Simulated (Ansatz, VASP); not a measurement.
## One calculation of Mg2B, two programs

```xyz
6
Lattice="0.0000 3.8534 3.8534 3.8534 0.0000 3.8534 3.8534 3.8534 0.0000" Properties=species:S:1:pos:R:3 pbc="T T T"
Mg    4.8167    4.8167    4.8167
Mg    4.8167    2.8900    2.8900
Mg    2.8900    2.8900    4.8167
Mg    2.8900    4.8167    2.8900
B     0.0000    0.0000    0.0000
B     1.9267    1.9267    1.9267
```

Alike in both runs: functional PBE; k mesh 4 × 4 × 4; occupations gaussian, width 0.1 eV; no spin polarisation.

Ansatz relaxed the structure, and its values are those at the end. VASP's run is a single point on that final structure, the one shown.

|  | VASP | Ansatz |
| --- | --- | --- |
| version | VASP 6.6.1 | Ansatz 0.2.0 |
| potentials or method | VASP PAW PBE potentials, release 64 (Mg, B), cutoff 520 eV | scalar-relativistic, plane waves, PAW |
| valence electrons in the cell | 14 | 46 |

```tsv
	VASP	Ansatz	Ansatz less VASP
gap on the k mesh at the Fermi level (eV)	none	none	-
pressure (GPa)	0.3	0.3	+0.03
```

A gap of «none» marks a metal or a gap that the smearing closes. VASP's potentials hold 14 valence electrons a cell and Ansatz's 46, so a difference there can come from the potentials and not from the codes.
